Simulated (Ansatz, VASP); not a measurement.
One calculation of Pt16CO, two programs

The input INCAR:

```
PREC = Accurate
ENCUT = 520
EDIFF = 1E-6
ISMEAR = 0
SIGMA = 0.1
LREAL = Auto
LASPH = T
NELM = 100
ALGO = Normal
ISIF = 2
LWAVE = F
LCHARG = F
LDIPOL = T
IDIPOL = 3
DIPOL = 0.5 0.5 0.527
GGA = RP
NBANDS = 100
LUSENCCL = F
```

File KPOINTS:

```
Automatic mesh
0
Gamma
  6 6 1
```

File POSCAR:

```
Pt16CO
1.0
    5.5493740188      0.0000000000      0.0000000000
    2.7746870094      4.8058988753      0.0000000000
    0.0000000000      0.0000000000     24.7965673689
Pt C O
16 1 1
Direct
    0.0000000000      0.0000000000      0.3629534631
    0.5000000000      0.0000000000      0.3629534631
    0.0000000000      0.5000000000      0.3629534631
    0.5000000000      0.5000000000      0.3629534631
    0.1666666667      0.1666666667      0.4543178210
    0.6666666667      0.1666666667      0.4543178210
    0.1666666667      0.6666666667      0.4543178210
    0.6666666667      0.6666666667      0.4543178210
   -0.1650556446      0.3325278223      0.5474706602
    0.3325278223      0.3325278223      0.5474706602
   -0.1666666667      0.8333333333      0.5493160231
    0.3325278223      0.8349443554      0.5474706602
   -0.0022035732     -0.0022035732      0.6457893373
    0.5044071464     -0.0022035732      0.6457893373
   -0.0022035732      0.5044071464      0.6457893373
    0.5000000000      0.5000000000      0.6394596517
    0.1666666667      0.1666666667      0.7003079350
    0.1666666667      0.1666666667      0.7480944979
```

Input for Ansatz:

```yaml
crystal:
  lattice:
    - [5.5493740188, 0.0, 0.0]
    - [2.7746870094, 4.8058988753, 0.0]
    - [0.0, 0.0, 24.7965673689]
  atoms:
    - { symbol: Pt, position: [0.0, 0.0, 0.3629534631] }
    - { symbol: Pt, position: [0.5, 0.0, 0.3629534631] }
    - { symbol: Pt, position: [0.0, 0.5, 0.3629534631] }
    - { symbol: Pt, position: [0.5, 0.5, 0.3629534631] }
    - { symbol: Pt, position: [0.1666666667, 0.1666666667, 0.454317821] }
    - { symbol: Pt, position: [0.6666666667, 0.1666666667, 0.454317821] }
    - { symbol: Pt, position: [0.1666666667, 0.6666666667, 0.454317821] }
    - { symbol: Pt, position: [0.6666666667, 0.6666666667, 0.454317821] }
    - { symbol: Pt, position: [-0.1650556446, 0.3325278223, 0.5474706602] }
    - { symbol: Pt, position: [0.3325278223, 0.3325278223, 0.5474706602] }
    - { symbol: Pt, position: [-0.1666666667, 0.8333333333, 0.5493160231] }
    - { symbol: Pt, position: [0.3325278223, 0.8349443554, 0.5474706602] }
    - { symbol: Pt, position: [-0.0022035732, -0.0022035732, 0.6457893373] }
    - { symbol: Pt, position: [0.5044071464, -0.0022035732, 0.6457893373] }
    - { symbol: Pt, position: [-0.0022035732, 0.5044071464, 0.6457893373] }
    - { symbol: Pt, position: [0.5, 0.5, 0.6394596517] }
    - { symbol: C, position: [0.1666666667, 0.1666666667, 0.700307935] }
    - { symbol: O, position: [0.1666666667, 0.1666666667, 0.7480944979] }
scf:
  occupations: { method: gaussian, width: 0.1 }
output:
  forces: true
hamiltonian:
  xc: rpbe
kpoints:
  mp_grid: { grid: [6, 6, 1] }
efield:
  axis: 3
  dipole_correction: true
```

Alike in both runs: task single point; functional RPBE; k mesh 6 × 6 × 1; occupations gaussian, width 0.1 eV; no spin polarisation.

|  | VASP | Ansatz |
| --- | --- | --- |
| version | VASP 6.6.1 | Ansatz 0.2.0 |
| potentials or method | VASP PAW PBE potentials, release 64 (Pt, C, O) | scalar-relativistic, plane waves, PAW |
| plane-wave cutoff (eV) | 520 | 420 |
| valence electrons in the cell | 170 | 298 |

```tsv
	VASP	Ansatz	Ansatz less VASP
rms of the force components (eV/Å)	0.284	0.231	-0.0526
```

VASP's potentials were made for PBE, not for RPBE. Atom by atom the forces differ by 0.121 eV/Å (rms over components). The functional is the same, so the differences come from potentials, cutoffs and numerics. VASP's potentials hold 170 valence electrons a cell and Ansatz's 298, so a difference there can come from the potentials and not from the codes.

Neither program's run includes spin-orbit coupling. Noted on VASP's run: the standard files for N, O and F lose accuracy on very short bonds.
